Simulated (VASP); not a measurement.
Write the native input for VASP 6.6.1 that does the following.

| Item | Value |
| --- | --- |
| Task | single point |
| Functional | PBEsol |
| Dispersion | D4 |
| Potentials or basis | VASP PAW PBE potentials, release 64 (I, Cu) |
| Cutoff | 520 eV |
| k mesh | 8 × 8 × 8 |
| Occupations | fermi-dirac, width 0.05 eV |
| Spin | no spin polarisation |
| Dipole correction | no |
| Further INCAR settings | ALGO = Normal; EDIFF = 1e-07; NBANDS = 16 |

The structure of CuI (Marshite) lies in POSCAR:

```
CuI
1.0
    0.0000000000      2.9453001635      2.9453001635
    2.9453001635      0.0000000000      2.9453001635
    2.9453001635      2.9453001635      0.0000000000
I Cu
1 1
Direct
    0.0000000000      0.0000000000      0.0000000000
    0.7500000000      0.7500000000      0.7500000000
```

These files were run (other wordings do the same):

INCAR

```
SYSTEM = CuI
  PREC = Accurate
  ENCUT = 520
  EDIFF = 1E-7
  ISMEAR = -1
  SIGMA = 0.05
  LREAL = .False.
  LASPH = .True.
  NELM = 80
  ALGO = Normal
  ISIF = 2
  LWAVE = .False.
  LCHARG = .False.
  GGA = PS
  IVDW = 13
  NBANDS = 16
```

KPOINTS

```
regular mesh
0
Gamma
  8 8 8
  0 0 0
```

Potentials or basis: VASP PAW PBE potentials, release 64 (I, Cu).

Run with:

```sh
$ cat potpaw_PBE.64/I/POTCAR potpaw_PBE.64/Cu/POTCAR > POTCAR
$ mpirun -np 1 vasp_std > vasp.out
```

It gave:

```json
{
  "Pressure": "0.1 GPa",
  "Band gap on the k mesh": "1.27 eV, direct",
  "Dispersion energy per atom": "-0.232 eV"
}
```

Caveat: the PAW data sets were made with another functional, which shifts forces and pressure a little; spin-orbit coupling is left out, which moves the levels of the heavy elements.

Run time: 11 s on 1 thread of Intel(R) Xeon(R) 6975P-C (Granite Rapids), with other jobs on the host, peak memory 0.19 GiB.
